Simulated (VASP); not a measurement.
A run of VASP 6.6.1 is set up as follows.

INCAR

```
PREC = Accurate
ENCUT = 500
EDIFF = 1E-6
ISMEAR = -1
SIGMA = 0.08
LREAL = F
LASPH = T
NELM = 120
ALGO = Normal
ISIF = 2
LWAVE = F
LCHARG = F
GGA = CA
NBANDS = 9
GGA_COMPAT = F
```

KPOINTS

```
regular mesh
0
Gamma
  15 15 15
```

File POSCAR:

```
Se
1.0
   -1.4925997794      1.4925997794      1.4925997794
    1.4925997794     -1.4925997794      1.4925997794
    1.4925997794      1.4925997794     -1.4925997794
Se
1
Direct
    0.0000000000      0.0000000000      0.0000000000
```

Potentials or basis: VASP PAW LDA potentials, release 64 (Se).

Command:

```console
$ cat potpaw_LDA.64/Se/POTCAR > POTCAR
$ mpirun -np 1 vasp_std > vasp.out
```

Task: Predict the pressure.

Result: 70.4 GPa.

Task: What does it give for the band gap on the k mesh?

Result: Zero (bands 3 and 4 overlap by 11.13 eV).

Caveat: the cell stands under pressure.
